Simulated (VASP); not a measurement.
# KNbO3 (P4mm) in VASP: a series of runs, part 2 of 2

VASP 6.6.1. Earlier steps stand in the parts before.

## (4) Single point, PBE

File INCAR:

```
SYSTEM = KNbO3
PREC = Accurate ; ENCUT = 600
EDIFF = 1E-6 ; ISMEAR = 0
SIGMA = 0.1 ; LREAL = .False.
LASPH = .True. ; NELM = 120
ALGO = Normal ; ISIF = 2
LWAVE = .False. ; LCHARG = .False.
GGA = PE ; ISYM = 0
NBANDS = 28 ; GGA_COMPAT = .False.
```

File KPOINTS:

```
Automatic mesh
0
Gamma
  5 2 2
  0 0 0
```

File POSCAR:

```
KNbO3
1.0
    4.0129726800      0.0000000000      0.0000000000
    0.0000000000      4.0129726800      0.0000000000
    0.0000000000      0.0000000000      4.1102918300
K Nb O
1 1 3
Direct
    0.5000000000      0.5000000000      0.4999545100
    0.0000000000      0.0000000000      0.0149157700
    0.5000000000      0.0000000000      0.9741423400
    0.0000000000      0.5000000000      0.9741423400
    0.0000000000      0.0000000000      0.4716460400
```

Potentials or basis: VASP PAW PBE potentials, release 64 (K_sv, Nb_sv, O).

Launch:

```console
$ cat potpaw_PBE.64/K_sv/POTCAR potpaw_PBE.64/Nb_sv/POTCAR potpaw_PBE.64/O/POTCAR > POTCAR
$ mpirun -np 1 vasp_std > vasp.out
```

OUTCAR:

```text
SYSTEM = KNbO3
   PREC = Accurate
   ENCUT = 600
   EDIFF = 1E-6
   ISMEAR = 0
   LREAL = .False.
   LASPH = .True.
   NELM = 120
   ISIF = 2
   GGA = PE
   ISYM = 0

 ion  position               nearest neighbor table
   1  0.500  0.500  0.500-   3 2.80   4 2.80   3 2.80   4 2.80   5 2.84   5 2.84   5 2.84   5 2.84

   2  0.000  0.000  0.015-   5 1.88   4 2.01   3 2.01   4 2.01   3 2.01   5 2.23
   3  0.500  0.000  0.974-   2 2.01   2 2.01   1 2.80   1 2.80
   4  0.000  0.500  0.974-   2 2.01   2 2.01   1 2.80   1 2.80
   5  0.000  0.000  0.472-   2 1.88   2 2.23   1 2.84   1 2.84   1 2.84   1 2.84

IMPORTANT INFORMATION: All symmetrisations will be switched off!
NOSYMM: (Re-)initialisation of all symmetry stuff for point group C_1.

----------------------------------------------------------------------------------------

                                     Primitive cell

  volume of cell :      66.1919

  direct lattice vectors                    reciprocal lattice vectors
     4.012972680  0.000000000  0.000000000     0.249191829  0.000000000  0.000000000
     0.000000000  4.012972680  0.000000000     0.000000000  0.249191829  0.000000000
     0.000000000  0.000000000  4.110291830     0.000000000  0.000000000  0.243291728

  length of vectors
     4.012972680  4.012972680  4.110291830     0.249191829  0.249191829  0.243291728

  position of ions in fractional coordinates (direct lattice)
     0.500000000  0.500000000  0.499954510
     0.000000000  0.000000000  0.014915770
     0.500000000  0.000000000  0.974142340
     0.000000000  0.500000000  0.974142340
     0.000000000  0.000000000  0.471646040

  ion indices of the primitive-cell ions
   primitive index   ion index
                 1           1
                 2           2
                 3           3
                 4           4
                 5           5

----------------------------------------------------------------------------------------

 KPOINTS: Automatic mesh

Automatic generation of k-mesh.
 Grid dimensions read from file:
 generate k-points for:    5    2    2

 Generating k-lattice:

  Cartesian coordinates                     Fractional coordinates (reciprocal lattice)
     0.049838366  0.000000000  0.000000000     0.200000000  0.000000000  0.000000000
     0.000000000  0.124595914  0.000000000     0.000000000  0.500000000  0.000000000
     0.000000000  0.000000000  0.121645864     0.000000000  0.000000000  0.500000000

  Length of vectors
     0.049838366  0.124595914  0.121645864

  Shift w.r.t. Gamma in fractional coordinates (k-lattice)
     0.000000000  0.000000000  0.000000000

 -----------------------------------------------------------------------------
|                                                                             |
|           W    W    AA    RRRRR   N    N  II  N    N   GGGG   !!!           |
|           W    W   A  A   R    R  NN   N  II  NN   N  G    G  !!!           |
|           W    W  A    A  R    R  N N  N  II  N N  N  G       !!!           |
|           W WW W  AAAAAA  RRRRR   N  N N  II  N  N N  G  GGG   !            |
|           WW  WW  A    A  R   R   N   NN  II  N   NN  G    G                |
|           W    W  A    A  R    R  N    N  II  N    N   GGGG   !!!           |
|                                                                             |
[... 24 lines left out ...]
  0.200000  0.500000  0.000000      2.000000
  0.400000  0.500000  0.000000      2.000000
  0.000000  0.000000  0.500000      1.000000
  0.200000  0.000000  0.500000      2.000000
  0.400000  0.000000  0.500000      2.000000
  0.000000  0.500000  0.500000      1.000000
  0.200000  0.500000  0.500000      2.000000
  0.400000  0.500000  0.500000      2.000000
   k-points           NKPTS =     12   k-points in BZ     NKDIM =     12   number of bands    NBANDS=     28
   number of dos      NEDOS =    301   number of ions     NIONS =      5
   total plane-waves  NPLWV =  36864
   dimension x,y,z NGX =    32 NGY =   32 NGZ =   36
   dimension x,y,z NGXF=    64 NGYF=   64 NGZF=   72
   ions per type =               1   1   3
   NGX,Y,Z   is equivalent  to a cutoff of  13.26, 13.26, 14.56 a.u.
   NGXF,Y,Z  is equivalent  to a cutoff of  26.51, 26.51, 29.12 a.u.
 SYSTEM =  KNbO3
   PREC   = accura    normal or accurate (medium, high low for compatibility)
   ISTART =      0    job   : 0-new  1-cont  2-samecut
   ICHARG =      2    charge: 1-file 2-atom 10-const
   ISPIN  =      1    spin polarized calculation?
   LNONCOLLINEAR =      F non collinear calculations
   LSORBIT =      F    spin-orbit coupling
   LASPH  =      T    aspherical Exc in radial PAW
   ENCUT  =  600.0 eV  44.10 Ry    6.64 a.u.   8.01  8.01  8.21*2*pi/ulx,y,z
   NELM   =    120;   NELMIN=  2; NELMDL= -5     # of ELM steps
   EDIFF  = 0.1E-05   stopping-criterion for ELM
   LREAL  =      F    real-space projection
   EDIFFG = 0.1E-04   stopping-criterion for IOM
   NSW    =      0    number of steps for IOM
   IBRION =     -1    ionic relax: 0-MD 1-quasi-New 2-CG
   NFREE  =      0    steps in history (QN), initial steepest desc. (CG)
   ISIF   =      2    stress and relaxation
   ISYM   =      0    0-nonsym 1-usesym 2-fastsym
   POTIM  = 0.5000    time-step for ionic-motion
   TEBEG  =    0.0;   TEEND  =   0.0 temperature during run
   PSTRESS=    0.0 pullay stress
   NELECT =      40.0000    total number of electrons
   NUPDOWN=      -1.0000    fix difference up-down
   EMIN   =  10.00;   EMAX   =-10.00  energy-range for DOS
   EFERMI =   0.00;   METHOD = LEGACY
   ISMEAR =     0;   SIGMA  =   0.10  broadening in eV -4-tet -1-fermi 0-gaus
   EFERMI_NEDOS =   21; number of points for ismear=-14 and -15
   IALGO  =     38    algorithm
   IMIX   =      4    mixing-type and parameters
     AMIX     =   0.40;   BMIX     =  1.00
     AMIX_MAG =   1.60;   BMIX_MAG =  1.00
  volume/ion in A,a.u.               =      13.24        89.34
  Fermi-wavevector in a.u.,A,eV,Ry     =   1.384076  2.615524 26.064208  1.915665
  Thomas-Fermi vector in A             =   2.508614
   LORBIT       =      0    0 simple, 1 ext, 2 COOP (PROOUT), +10 PAW based schemes
   GGA     = PE    functional components
   LHFCALC =     F    Hartree Fock is set to
   AEXX    =    0.0000 exact exchange contribution
   IVDW    =     0    specifies the selected vdW correction
   LEPSILON=     F    determine dielectric tensor
   LRPA    =     F    only Hartree local field effects (RPA)
 non-spin polarized calculation
 Gauss-broadening in eV      SIGMA  =   0.10
  energy-cutoff  :      600.00
  volume of cell :       66.19
 maximum number of plane-waves:      2244
   NGX = 17   NGY = 17   NGZ = 17

 number of electron      40.0000000 magnetization

 Free energy of the ion-electron system (eV)
  ---------------------------------------------------
  ext. energy  EPLUGINS =         0.00000000
  ---------------------------------------------------
  free energy    TOTEN  =       -38.48414571 eV

  energy without entropy =      -38.48414571  energy(sigma->0) =      -38.48414571

 E-fermi :   3.6600     XC(G=0): -10.6174

 val. band max:        3.0139929152   @ k =   0.4000   0.5000   0.5000
 cond. band min:       4.5751821438   @ k =   0.0000   0.0000   0.0000
 fundamental gap:      1.5611892285
 Fermi energy:         3.6600339237

 k-point     1 :       0.0000    0.0000    0.0000
  band No.  band energies     occupation
      1     -51.9970      2.00000
      2     -28.1019      2.00000
      3     -28.0354      2.00000
      4     -28.0241      2.00000
      5     -24.3116      2.00000
      6     -14.0432      2.00000
[... 361 lines left out ...]
     27      13.1875      0.00000
     28      13.6706      0.00000

------------------------ aborting loop because EDIFF is reached ----------------------------------------

  FORCE on cell =-STRESS in cart. coord.  units (eV):
  Direction    XX          YY          ZZ          XY          YZ          ZX
  --------------------------------------------------------------------------------------
  -------------------------------------------------------------------------------------
  Total       -0.3824266     -0.2042291      0.6092018     -0.0000123      0.0000079      0.0000157
  in kB       -9.2566459     -4.9433699     14.7457433     -0.0002979      0.0001916      0.0003812
  external PRESSURE =       0.1819091 kB  Pullay stress =       0.0000000 kB

 VOLUME and BASIS-vectors are now :
 -----------------------------------------------------------------------------
  energy-cutoff  :      600.00
  volume of cell :       66.19
      direct lattice vectors                 reciprocal lattice vectors
     4.012972680  0.000000000  0.000000000     0.249191829  0.000000000  0.000000000
     0.000000000  4.012972680  0.000000000     0.000000000  0.249191829  0.000000000
     0.000000000  0.000000000  4.110291830     0.000000000  0.000000000  0.243291728

 POSITION                                       TOTAL-FORCE (eV/Angst)
 -----------------------------------------------------------------------------------
      2.00649      2.00649      2.05496         0.000001     -0.000006     -0.005207
      0.00000      0.00000      0.06131         0.000009      0.000006      1.928043
      2.00649      0.00000      4.00401        -0.000017     -0.000003      0.045310
      0.00000      2.00649      4.00401         0.000006     -0.000001     -0.971598
      0.00000      0.00000      1.93860         0.000000      0.000005     -0.996548
 -----------------------------------------------------------------------------------
    total drift:                               -0.000010      0.000016      0.001256

  FREE ENERGIE OF THE ION-ELECTRON SYSTEM (eV)
  ---------------------------------------------------
  free  energy   TOTEN  =       -38.4841457082 eV

  energy  without entropy=      -38.4841457082  energy(sigma->0) =      -38.48414571
```

OSZICAR:

```text
N       E                     dE             d eps       ncg     rms          rms(c)
DAV:   1     0.426863600272E+03    0.42686E+03   -0.23716E+04   672   0.160E+03
DAV:   2    -0.164822204979E+02   -0.44335E+03   -0.42769E+03   812   0.493E+02
DAV:   3    -0.466807778461E+02   -0.30199E+02   -0.29999E+02  1052   0.123E+02
DAV:   4    -0.480138880272E+02   -0.13331E+01   -0.13300E+01  1104   0.206E+01
DAV:   5    -0.480333419269E+02   -0.19454E-01   -0.19448E-01   984   0.251E+00    0.193E+01
DAV:   6    -0.388309465010E+02    0.92024E+01   -0.42652E+01  1008   0.450E+01    0.856E+00
DAV:   7    -0.385316886067E+02    0.29926E+00   -0.39041E+00   968   0.134E+01    0.449E+00
DAV:   8    -0.385353506980E+02   -0.36621E-02   -0.71120E-01  1096   0.736E+00    0.184E+00
DAV:   9    -0.384862514954E+02    0.49099E-01   -0.14815E-01  1008   0.307E+00    0.653E-01
DAV:  10    -0.384839354713E+02    0.23160E-02   -0.26322E-02  1000   0.124E+00    0.219E-01
DAV:  11    -0.384841353687E+02   -0.19990E-03   -0.21375E-03   992   0.384E-01    0.597E-02
DAV:  12    -0.384841238049E+02    0.11564E-04   -0.46049E-04   964   0.167E-01    0.524E-02
DAV:  13    -0.384841461503E+02   -0.22345E-04   -0.10786E-04   868   0.635E-02    0.166E-02
DAV:  14    -0.384841455980E+02    0.55232E-06   -0.13154E-05   984   0.308E-02    0.360E-03
DAV:  15    -0.384841457082E+02   -0.11022E-06   -0.19629E-06   612   0.988E-03
   1 F= -.38484146E+02 E0= -.38484146E+02  d E =-.471888E-20
```

Wall time 24 s (1 thread of Intel Xeon Platinum 8259CL at 2.50GHz (Skylake/Cascade Lake), shared host); peak memory 0.19 GiB.

What came out:

```
Free energy            : -38.4841 eV
Pressure               : 0.0 GPa
Largest force          : 1.928 eV/Å
Band gap on the k mesh : 1.56 eV (least direct gap 2.30 eV)
```

Forces on the atoms (eV/Å):
```
K    0.000  0.000 -0.005
Nb   0.000  0.000  1.928
O    0.000  0.000  0.045
O    0.000  0.000 -0.972
O    0.000  0.000 -0.997
```

Levels at points of the mesh, in eV from the valence-band top:
```
           k point  band 17  band 18  band 19  band 20  band 21  band 22  band 23  band 24
(0.00, 0.00, 0.00)    -1.09    -0.89    -0.80    -0.74     1.56     2.22     2.25     5.31
(0.00, 0.50, 0.00)    -1.96    -1.44    -1.42    -1.05     2.31     4.09     4.23     5.32
(0.00, 0.00, 0.50)    -1.90    -1.44    -0.75    -0.75     1.65     4.14     4.15     5.33
(0.00, 0.50, 0.50)    -1.46    -1.43    -1.43    -0.05     4.12     4.16     5.02     6.54
```

Caveat: the k points lie up to 0.78 Å⁻¹ apart; forces of over 1 eV/Å act on the atoms, so gaps and moduli don't describe the material at rest. A k mesh can miss the band edges.

## (5) Single point, PBE

File INCAR:

```
PREC = Accurate ; ENCUT = 600
EDIFF = 1E-6 ; ISMEAR = 0
SIGMA = 0.1 ; LREAL = False
LASPH = True ; NELM = 120
ALGO = Normal ; ISIF = 2
LWAVE = False ; LCHARG = False
GGA = PE ; NBANDS = 28
ISYM = 0 ; GGA_COMPAT = False
```

File KPOINTS:

```
Automatic mesh
0
Gamma
  3 4 2
  0.25 0.25 0.25
```

POSCAR is that of step 4.

Launch:

```console
$ cat potpaw_PBE.64/K_sv/POTCAR potpaw_PBE.64/Nb_sv/POTCAR potpaw_PBE.64/O/POTCAR > POTCAR
$ mpirun -np 1 vasp_std > vasp.out
```

Run time: 41 s. Hardware: 1 thread of Intel Xeon Platinum 8259CL at 2.50GHz (Skylake/Cascade Lake), shared host; peak memory 0.21 GiB.

Results (log left out):

- Free energy: -38.8901 eV
- Pressure: -0.6 GPa
- Largest force: 0.355 eV/Å
- Band gap on the k mesh: 1.96 eV (least direct gap 2.75 eV)

Forces in eV/Å, atoms in the order of the input:
```
K    0.000  0.000 -0.014
Nb   0.032  0.007  0.196
O   -0.016  0.000  0.087
O    0.000 -0.004  0.086
O   -0.016 -0.002 -0.355
```

Stress tensor (GPa, compression positive):
```
-0.72 -0.03 -0.02
-0.03 -0.72  0.01
-0.02  0.01 -0.48
```

Levels at points of the mesh, in eV from the valence-band top:
```tsv
k point	band 16	band 17	band 18	band 19	band 20	band 21	band 22	band 23	band 24	band 25
(0.08, 0.06, 0.12)	-1.69	-1.21	-1.06	-0.99	-0.79	1.96	2.59	2.60	5.77	6.09
```

Caveat: a shifted mesh leaves out Γ, where band edges can lie. A k mesh can miss the band edges.

## (6) Summary

| level | k mesh | gap on the mesh (eV) | pressure (GPa) | largest force (eV/Å) |
| --- | --- | --- | --- | --- |
| PBEsol+D4 | 2 × 2 × 2, shifted | 3.42 | -7.0 | 1.40 |
| PBE | 3 × 3 × 3 | 1.88 | -0.6 | 0.78 |
| PBE | 5 × 2 × 2 | 1.56 | 0.0 | 1.93 |
| PBE | 3 × 4 × 2, shifted | 1.96 | -0.6 | 0.35 |

Alike in all rows: task single point; potentials or basis VASP PAW PBE potentials, release 64 (K_sv, Nb_sv, O); no spin polarisation; cell as given; cutoff (eV) 600; smearing gaussian 0.1 eV.

Caveats: some runs use coarse meshes; a shifted mesh leaves out Γ, where band edges can lie (at least some runs); the PAW data sets were made with another functional, which shifts forces and pressure a little (at least some runs); forces of over 1 eV/Å act on the atoms, so gaps and moduli don't describe the material at rest (at least some runs).

Total energies depend on the potentials used, so only differences within one code and one set of settings carry meaning.
